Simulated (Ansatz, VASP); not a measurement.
**Al2O3 in VASP and in Ansatz**

```
Al O
1.0
     2.45012    1.41458    4.33558
    -2.45012    1.41458    4.33558
     0.00000   -2.82916    4.33558
Al O
4 6
Direct
  0.85204 0.85204 0.85204
  0.64796 0.64796 0.64796
  0.14796 0.14796 0.14796
  0.35204 0.35204 0.35204
  0.05586 0.44414 0.75000
  0.75000 0.05586 0.44414
  0.44414 0.75000 0.05586
  0.94414 0.55586 0.25000
  0.25000 0.94414 0.55586
  0.55586 0.25000 0.94414
```

Alike in both runs: task single point; functional PBEsol; k mesh 6 × 6 × 6; occupations gaussian, width 0.05 eV; no spin polarisation.

```csv
,VASP,Ansatz
version,VASP 6.6.1,Ansatz 0.2.0
potentials or method,"VASP PAW PBE potentials, release 64 (Al, O), cutoff 520 eV","scalar-relativistic, plane waves, PAW"
valence electrons in the cell,48,48
```

|  | VASP | Ansatz | Ansatz less VASP |
| --- | --- | --- | --- |
| gap on the k mesh at the Fermi level (eV) | 5.21 | 5.21 | -0.003 |
| least direct gap on the mesh (eV) | 5.21 | 5.21 | -0.003 |
| pressure (GPa) | -11.6 | -11.6 | -0.06 |
| traceless stress, the component that is largest in VASP (GPa) | 7.08 | 7.09 | +0.008 |
| rms of the force components (eV/Å) | 0.087 | 0.085 | -0.0021 |

VASP's potentials were made for PBE, not for PBEsol, and Ansatz warns of the same on its side. Atom by atom the forces differ by 0.003 eV/Å (rms over components).
